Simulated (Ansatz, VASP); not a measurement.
**Two plane-wave programs on Al2Au**

INCAR

```
SYSTEM = Al2Au
PREC = Accurate
ENCUT = 520
EDIFF = 1E-6
ISMEAR = 0
SIGMA = 0.1
LREAL = .False.
LASPH = .True.
NELM = 80
ALGO = Fast
ISIF = 2
LWAVE = .False.
LCHARG = .True.
GGA = PE
LELF = .True.
LVHAR = .True.
NBANDS = 16
```

File KPOINTS:

```
Automatic mesh
0
Gamma
  12 12 12
  0 0 0
```

The input POSCAR:

```
Al2Au
1.0
    0.0000000000      2.9844600000      2.9844600000
    2.9844600000      0.0000000000      2.9844600000
    2.9844600000      2.9844600000      0.0000000000
Al Au
2 1
Direct
    0.2500000000      0.2500000000      0.2500000000
    0.7500000000      0.7500000000      0.7500000000
    0.0000000000      0.0000000000      0.0000000000
```

Input for Ansatz:

```yaml
crystal:
  lattice:
    - [0.0, 2.98446, 2.98446]
    - [2.98446, 0.0, 2.98446]
    - [2.98446, 2.98446, 0.0]
  atoms:
    - { symbol: Al, position: [0.25, 0.25, 0.25] }
    - { symbol: Al, position: [0.75, 0.75, 0.75] }
    - { symbol: Au, position: [0.0, 0.0, 0.0] }
basis:
  ecutwfc: 420
kpoints:
  mp_grid: { grid: [12, 12, 12] }
hamiltonian:
  xc: pbe
scf:
  occupations: { method: gaussian, width: 0.1 }
output:
  forces: true
  stress: true
  eigenvalues: true
  populations: true
  write_density: true
  write_potential: true
  elf: true
  volumetric_format: npy
```

Alike in both runs: task single point; functional PBE; k mesh 12 × 12 × 12; occupations gaussian, width 0.1 eV; no spin polarisation.

```csv
,VASP,Ansatz
version,VASP 6.6.1,Ansatz 0.2.0
potentials or method,"VASP PAW PBE potentials, release 64 (Al, Au), cutoff 520 eV","scalar-relativistic, plane waves, PAW"
valence electrons in the cell,17,25
```

```csv
,VASP,Ansatz,Ansatz less VASP
gap on the k mesh at the Fermi level (eV),none,none,-
pressure (GPa),5.0,5.4,+0.32
```

A gap of «none» marks a metal or a gap that the smearing closes. The functional is the same, so the differences come from potentials, cutoffs and numerics. VASP's potentials hold 17 valence electrons a cell and Ansatz's 25, so a difference there can come from the potentials and not from the codes.

Neither program's run includes spin-orbit coupling.
